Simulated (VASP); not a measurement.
A run of VASP 6.6.1 is set up as follows.

The input INCAR:

```
SYSTEM = Cu
ALGO = Normal ; EDIFF = 1E-6
EDIFFG = -0.01 ; ENCUT = 600
GGA = PE ; IBRION = 2
ISIF = 3 ; ISMEAR = 0
LASPH = .True. ; LCHARG = .False.
LREAL = .False. ; LWAVE = .False.
NELM = 60 ; NSW = 100
PREC = Accurate ; SIGMA = 0.1
```

File KPOINTS:

```
k-points
0
Gamma
  26 26 26
  0 0 0
```

POSCAR

```
Cu
1.0
   -1.4434885610      1.4434885610      1.4434885610
    1.4434885610     -1.4434885610      1.4434885610
    1.4434885610      1.4434885610     -1.4434885610
Cu
1
Direct
    0.0000000000      0.0000000000      0.0000000000
```

Potentials or basis: VASP PAW PBE potentials, release 64 (Cu).

The run is started by

```console
$ cat potpaw_PBE.64/Cu/POTCAR > POTCAR
$ mpirun -np 1 vasp_std > vasp.out
```

(1) Estimate the relaxed cell.

(2) Estimate the space group after relaxing (to 0.05 Å).

Results:

(1) a = 2.503 Å, b = 2.503 Å, c = 2.503 Å, α = 109.47°, β = 109.47°, γ = 109.47°.

(2) Im-3m (No. 229).
